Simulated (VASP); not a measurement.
# KTaO3 (P4/mmm) in VASP: a series of runs

The runs below take KTaO3 through single point, with r2SCAN.

Program: VASP 6.6.1. These are calculated values, not measurements. Logs are shortened: lines on timing, memory, paths and dates and some standing lists are left out, and cuts for length are marked.

## (1) The cell of the first run

Symmetry: P4/mmm, No. 123, tetragonal system. The conventional cell has a = 3.988 Å, b = 3.988 Å, c = 3.789 Å, α = 90.00°, β = 90.00°, γ = 90.00°. K (site symmetry 4/mmm) has 12 O at 2.75 to 2.82 Å and 8 Ta at 3.40 Å within 3.6 Å. Within 2.5 Å of Ta (site symmetry 4/mmm) lie 6 O at 1.89 to 1.99 Å. Within 2.5 Å of O (site symmetry 4/mmm) lie 2 Ta at 1.89 Å. Within 2.6 Å of O (site symmetry mmm) lie 2 Ta at 1.99 Å.

## (2) Single point, r2SCAN (strain -0.0500 x Voigt [1, 0, 0, 0, 0, 0])

POSCAR reads:

```
KTaO3
1.0
    3.7888850000      0.0000000000      0.0000000000
    0.0000000000      3.9883000000      0.0000000000
    0.0000000000      0.0000000000      3.9883000000
K Ta O
1 1 3
Direct
    0.5000000000      0.5000000000      0.5000000000
    0.0000000000      0.0000000000      0.0000000000
    0.5000000000      0.0000000000      0.0000000000
    0.0000000000      0.5000000000      0.0000000000
    0.0000000000      0.0000000000      0.5000000000
```

INCAR.step1 reads:

```
PREC = Accurate
ENCUT = 520
ISMEAR = 0
SIGMA = 0.05
LREAL = F
LASPH = T
NELM = 100
NBANDS = 27
GGA = PE
ALGO = Normal
EDIFF = 1E-4
LWAVE = T
LCHARG = F
```

INCAR.step2 reads:

```
PREC = Accurate
ENCUT = 520
EDIFF = 1E-6
ISMEAR = 0
SIGMA = 0.05
LREAL = F
LASPH = T
NELM = 100
ALGO = Normal
ISIF = 2
LWAVE = F
LCHARG = F
METAGGA = R2SCAN
LMIXTAU = T
NBANDS = 27
ISTART = 1
```

KPOINTS reads:

```
Automatic mesh
0
Gamma
  6 6 6
```

Potentials or basis: VASP PAW PBE potentials, release 64 (K_sv, Ta_pv, O).

The run is started by

```console
$ cat potpaw_PBE.64/K_sv/POTCAR potpaw_PBE.64/Ta_pv/POTCAR potpaw_PBE.64/O/POTCAR > POTCAR
$ cp INCAR.step1 INCAR
$ mpirun -np 1 vasp_std > vasp.out
$ cp INCAR.step2 INCAR
$ mpirun -np 1 vasp_std > vasp.out
```

OUTCAR:

```text
PREC = Accurate
   ENCUT = 520
   EDIFF = 1E-6
   ISMEAR = 0
   LREAL = F
   LASPH = T
   NELM = 100
   ISIF = 2
   METAGGA = R2SCAN
   ISTART = 1

 ion  position               nearest neighbor table
   1  0.500  0.500  0.500-   4 2.75   5 2.75   4 2.75   5 2.75   4 2.75   5 2.75   4 2.75   5 2.75
                             3 2.82   3 2.82   3 2.82   3 2.82   2 3.40   2 3.40   2 3.40   2 3.40
   2  0.000  0.000  0.000-   3 1.89   3 1.89   5 1.99   5 1.99   4 1.99   4 1.99   1 3.40   1 3.40
                             1 3.40   1 3.40   1 3.40   1 3.40   1 3.40   1 3.40
   3  0.500  0.000  0.000-   2 1.89   2 1.89   1 2.82   1 2.82   1 2.82   1 2.82
   4  0.000  0.500  0.000-   2 1.99   2 1.99   1 2.75   1 2.75   1 2.75   1 2.75
   5  0.000  0.000  0.500-   2 1.99   2 1.99   1 2.75   1 2.75   1 2.75   1 2.75

  LATTYP: Found a simple tetragonal cell.
 ALAT       =     3.9883000000
 C/A-ratio  =     0.9500000000

  Lattice vectors:

 A1 = (   0.0000000000,   3.9883000000,   0.0000000000)
 A2 = (   0.0000000000,   0.0000000000,   3.9883000000)
 A3 = (   3.7888850000,   0.0000000000,   0.0000000000)

Analysis of symmetry for initial positions (statically):
=====================================================================
 Subroutine PRICEL returns:
 Original cell was already a primitive cell.

 Routine SETGRP: Setting up the symmetry group for a
 simple tetragonal supercell.

 Subroutine GETGRP returns: Found 16 space group operations
 (whereof 16 operations were pure point group operations)
 out of a pool of 16 trial point group operations.

The static configuration has the point symmetry D_4h.

Analysis of symmetry for dynamics (positions and initial velocities):
=====================================================================
 Subroutine PRICEL returns:
 Original cell was already a primitive cell.

 Routine SETGRP: Setting up the symmetry group for a
 simple tetragonal supercell.

 Subroutine GETGRP returns: Found 16 space group operations
 (whereof 16 operations were pure point group operations)
 out of a pool of 16 trial point group operations.

The dynamic configuration has the point symmetry D_4h.

 Subroutine INISYM returns: Found 16 space group operations
 (whereof 16 operations are pure point group operations),
 and found     1 'primitive' translations

----------------------------------------------------------------------------------------

                                     Primitive cell

  volume of cell :      60.2680

[... 90 lines left out ...]
   LSORBIT =      F    spin-orbit coupling
   LASPH  =      T    aspherical Exc in radial PAW
   ENCUT  =  520.0 eV  38.22 Ry    6.18 a.u.   7.04  7.42  7.42*2*pi/ulx,y,z
   NELM   =    100;   NELMIN=  2; NELMDL=  0     # of ELM steps
   EDIFF  = 0.1E-05   stopping-criterion for ELM
   LREAL  =      F    real-space projection
   EDIFFG = 0.1E-04   stopping-criterion for IOM
   NSW    =      0    number of steps for IOM
   IBRION =     -1    ionic relax: 0-MD 1-quasi-New 2-CG
   NFREE  =      0    steps in history (QN), initial steepest desc. (CG)
   ISIF   =      2    stress and relaxation
   ISYM   =      2    0-nonsym 1-usesym 2-fastsym
   POTIM  = 0.5000    time-step for ionic-motion
   TEBEG  =    0.0;   TEEND  =   0.0 temperature during run
   PSTRESS=    0.0 pullay stress
   NELECT =      38.0000    total number of electrons
   NUPDOWN=      -1.0000    fix difference up-down
   EMIN   =  10.00;   EMAX   =-10.00  energy-range for DOS
   EFERMI =   0.00;   METHOD = LEGACY
   ISMEAR =     0;   SIGMA  =   0.05  broadening in eV -4-tet -1-fermi 0-gaus
   EFERMI_NEDOS =   21; number of points for ismear=-14 and -15
   IALGO  =     38    algorithm
   IMIX   =      4    mixing-type and parameters
     AMIX     =   0.40;   BMIX     =  1.00
     AMIX_MAG =   1.60;   BMIX_MAG =  1.00
  volume/ion in A,a.u.               =      12.05        81.34
  Fermi-wavevector in a.u.,A,eV,Ry     =   1.403806  2.652808 26.812600  1.970671
  Thomas-Fermi vector in A             =   2.526431
   LORBIT       =      0    0 simple, 1 ext, 2 COOP (PROOUT), +10 PAW based schemes
   METAGGA = R2SCAN    functional components
   LHFCALC =     F    Hartree Fock is set to
   AEXX    =    0.0000 exact exchange contribution
   IVDW    =     0    specifies the selected vdW correction
   LEPSILON=     F    determine dielectric tensor
   LRPA    =     F    only Hartree local field effects (RPA)
 non-spin polarized calculation
 Gauss-broadening in eV      SIGMA  =   0.05
  energy-cutoff  :      520.00
  volume of cell :       60.27
 maximum number of plane-waves:      1655
   NGX = 15   NGY = 15   NGZ = 15

 number of electron      37.9999981 magnetization

 Free energy of the ion-electron system (eV)
  ---------------------------------------------------
  ext. energy  EPLUGINS =         0.00000000
  ---------------------------------------------------
  free energy    TOTEN  =       -86.85224087 eV

  energy without entropy =      -86.85224087  energy(sigma->0) =      -86.85224087

 E-fermi :   2.0379     XC(G=0): -11.8484

 val. band max:        1.8242688733   @ k =   0.5000   0.5000   0.5000
 cond. band min:       4.4396559171   @ k =   0.0000   0.0000   0.0000
 fundamental gap:      2.6153870438
 Fermi energy:         2.0379268286

 k-point     1 :       0.0000    0.0000    0.0000
  band No.  band energies     occupation
      1     -33.3451      2.00000
      2     -33.2169      2.00000
      3     -33.2169      2.00000
      4     -26.6268      2.00000
      5     -17.2282      2.00000
      6     -16.3253      2.00000
[... 709 lines left out ...]
     26      13.3873      0.00000
     27      13.3874      0.00000

 [... further k-points ...]
[... 5 lines left out ...]
  --------------------------------------------------------------------------------------
  -------------------------------------------------------------------------------------
  Total       12.1216520      2.2945236      2.2945236      0.0000000      0.0000000      0.0000000
  in kB      322.2443672     60.9980633     60.9980633      0.0000000      0.0000000      0.0000000
  external PRESSURE =     148.0801646 kB  Pullay stress =       0.0000000 kB

 VOLUME and BASIS-vectors are now :
 -----------------------------------------------------------------------------
  energy-cutoff  :      520.00
  volume of cell :       60.27
      direct lattice vectors                 reciprocal lattice vectors
     3.788885000  0.000000000  0.000000000     0.263929890  0.000000000  0.000000000
     0.000000000  3.988300000  0.000000000     0.000000000  0.250733395  0.000000000
     0.000000000  0.000000000  3.988300000     0.000000000  0.000000000  0.250733395

 POSITION                                       TOTAL-FORCE (eV/Angst)
 -----------------------------------------------------------------------------------
      1.89444      1.99415      1.99415         0.000000      0.000000      0.000000
      0.00000      0.00000      0.00000         0.000000      0.000000      0.000000
      1.89444      0.00000      0.00000         0.000000      0.000000      0.000000
      0.00000      1.99415      0.00000         0.000000      0.000000      0.000000
      0.00000      0.00000      1.99415         0.000000      0.000000      0.000000
 -----------------------------------------------------------------------------------
    total drift:                                0.000000      0.000000     -0.000000

  FREE ENERGIE OF THE ION-ELECTRON SYSTEM (eV)
  ---------------------------------------------------
  free  energy   TOTEN  =       -86.8522408726 eV

  energy  without entropy=      -86.8522408726  energy(sigma->0) =      -86.85224087
```

Wall time 3.8 min (1 thread of Intel Xeon 8259CL, shared host); peak memory 0.21 GiB.

Results:

| Quantity | Value |
| --- | --- |
| Free energy | -86.8522 eV |
| Pressure | 14.8 GPa |
| Band gap on the k mesh | 2.62 eV (least direct gap 3.22 eV) |

Levels at points of the mesh, in eV from the valence-band top:
| k point | band 16 | band 17 | band 18 | band 19 | band 20 | band 21 | band 22 | band 23 |
| --- | --- | --- | --- | --- | --- | --- | --- | --- |
| (0.00, 0.00, 0.00) | -1.02 | -0.66 | -0.66 | -0.61 | 2.62 | 2.71 | 2.71 | 7.22 |
| (0.50, 0.00, 0.00) | -2.16 | -1.64 | -0.87 | -0.87 | 2.85 | 6.28 | 6.28 | 7.26 |
| (0.00, 0.50, 0.00) | -2.23 | -1.70 | -1.00 | -0.86 | 2.86 | 5.51 | 5.52 | 7.68 |
| (0.50, 0.50, 0.00) | -1.67 | -1.42 | -1.37 | -0.13 | 5.58 | 6.31 | 7.44 | 8.33 |
| (0.00, 0.50, 0.50) | -1.97 | -1.97 | -1.62 | -0.06 | 5.55 | 5.55 | 6.86 | 9.70 |
| (0.50, 0.50, 0.50) | -3.78 | -0.07 | -0.07 | 0.00 | 7.05 | 7.60 | 7.60 | 9.52 |

Caveat: the cell differs from its parent crystal (strain -0.0500 x Voigt [1, 0, 0, 0, 0, 0]); the stress differs along the axes, from 6 to 32 GPa; the PAW data sets were made with another functional, which shifts forces and pressure a little; spin-orbit coupling is left out, which moves the levels of the heavy elements. A k mesh can miss the band edges.

## (3) Single point, r2SCAN (strain +0.0500 x Voigt [1, 0, 0, 0, 0, 0])

Edit POSCAR of step 2 so:

```diff
@@ -2,3 +2,3 @@
 1.0
-    3.7888850000      0.0000000000      0.0000000000
+    4.1877150000      0.0000000000      0.0000000000
     0.0000000000      3.9883000000      0.0000000000
```

INCAR.step1 reads:

```
PREC = Accurate
ENCUT = 520
ISMEAR = 0
SIGMA = 0.05
LREAL = False
LASPH = True
NELM = 100
NBANDS = 27
GGA = PE
ALGO = Normal
EDIFF = 1E-4
LWAVE = True
LCHARG = False
```

INCAR.step2 reads:

```
PREC = Accurate
ENCUT = 520
EDIFF = 1E-6
ISMEAR = 0
SIGMA = 0.05
LREAL = False
LASPH = True
NELM = 100
ALGO = Normal
ISIF = 2
LWAVE = False
LCHARG = False
METAGGA = R2SCAN
LMIXTAU = True
NBANDS = 27
ISTART = 1
```

KPOINTS reads:

```
regular mesh
0
Gamma
  6 6 6
```

Potentials or basis: VASP PAW PBE potentials, release 64 (K_sv, Ta_pv, O).

The run is started by

```console
$ cat potpaw_PBE.64/K_sv/POTCAR potpaw_PBE.64/Ta_pv/POTCAR potpaw_PBE.64/O/POTCAR > POTCAR
$ cp INCAR.step1 INCAR
$ mpirun -np 1 vasp_std > vasp.out
$ cp INCAR.step2 INCAR
$ mpirun -np 1 vasp_std > vasp.out
```

It took 3.4 min on 1 thread of Intel Xeon 8259CL, shared host; peak memory 0.22 GiB.

The run converged. Its results:

```
Free energy            : -86.9931 eV
Pressure               : -7.4 GPa
Band gap on the k mesh : 2.41 eV (least direct gap 3.01 eV)
```

Stress tensor (GPa, compression positive):
```
-16.99   0.00   0.00
  0.00  -2.58   0.00
  0.00   0.00  -2.58
```

Levels at points of the mesh, in eV from the valence-band top:
```
           k point  band 16  band 17  band 18  band 19  band 20  band 21  band 22  band 23
(0.00, 0.00, 0.00)    -1.03    -0.71    -0.61    -0.61     2.41     2.41     2.47     5.90
(0.50, 0.00, 0.00)    -1.96    -1.57    -1.00    -1.00     2.57     4.67     4.67     6.86
(0.00, 0.50, 0.00)    -2.09    -1.36    -0.92    -0.78     2.56     5.26     5.26     6.15
(0.50, 0.50, 0.00)    -1.90    -1.64    -1.62    -0.06     4.71     5.28     6.20     7.80
(0.00, 0.50, 0.50)    -1.75    -1.10    -1.10    -0.13     5.29     5.29     6.61     6.70
(0.50, 0.50, 0.50)    -3.71    -0.10     0.00     0.00     6.32     6.32     6.71     9.36
```

Caveat: the cell differs from its parent crystal (strain +0.0500 x Voigt [1, 0, 0, 0, 0, 0]); the stress differs along the axes, from -17 to -3 GPa; the PAW data sets were made with another functional, which shifts forces and pressure a little; spin-orbit coupling is left out, which moves the levels of the heavy elements.
